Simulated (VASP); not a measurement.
# Cd2SeO: single point with r2SCAN

The system is Cd2SeO.

```
O Cd Se
1.0
     3.76759    0.00000    0.00000
     0.00000    3.76759    0.00000
     0.00000    0.00000    5.16169
O Cd Se
1 2 1
Direct
  0.00000 0.00000 0.00000
  0.00000 0.00000 0.50000
  0.50000 0.50000 0.00000
  0.50000 0.50000 0.50000
```

```json
{
 "Program": "VASP 6.6.1",
 "Task": "single point",
 "Functional": "r2SCAN",
 "Potentials or basis": "VASP PAW PBE potentials, release 64 (O, Cd, Se)",
 "Cutoff": "520 eV",
 "k mesh": "6 × 6 × 4",
 "Occupations": "fermi-dirac, width 0.02 eV",
 "Spin": "no spin polarisation",
 "Dipole correction": "no",
 "Further INCAR settings": "ALGO = Normal; EDIFF = 1e-07; NBANDS = 26"
}
```

| Item | Value |
| --- | --- |
| Pressure | 0.7 GPa |
| Band gap on the k mesh | 0.08 eV (least direct gap 0.99 eV) |

Stress tensor (GPa, compression positive):
```
0.65 0.00 0.00
0.00 0.65 0.00
0.00 0.00 0.83
```

Levels at points of the mesh, in eV from the valence-band top:
| k point | band 16 | band 17 | band 18 | band 19 | band 20 | band 21 |
| --- | --- | --- | --- | --- | --- | --- |
| (0.00, 0.00, 0.00) | -1.06 | -0.91 | -0.91 | 0.08 | 1.33 | 6.68 |
| (0.50, 0.00, 0.00) | -1.89 | -0.62 | -0.25 | 3.64 | 4.99 | 5.61 |
| (0.50, 0.50, 0.00) | -1.79 | -1.79 | -1.77 | 0.17 | 1.99 | 7.31 |
| (0.00, 0.00, 0.50) | -1.97 | -1.22 | -1.22 | 2.79 | 4.59 | 6.86 |
| (0.50, 0.00, 0.50) | -0.39 | -0.17 | 0.00 | 2.49 | 4.55 | 6.55 |
| (0.50, 0.50, 0.50) | -2.57 | -2.28 | -2.28 | 2.42 | 5.94 | 5.94 |

Wall time 2.9 min on 1 thread of Intel(R) Xeon(R) 6975P-C (Granite Rapids), on a shared host, peak memory 0.21 GiB.

Caveat: the PAW data sets were made with another functional, which shifts forces and pressure a little. A k mesh can miss the band edges.
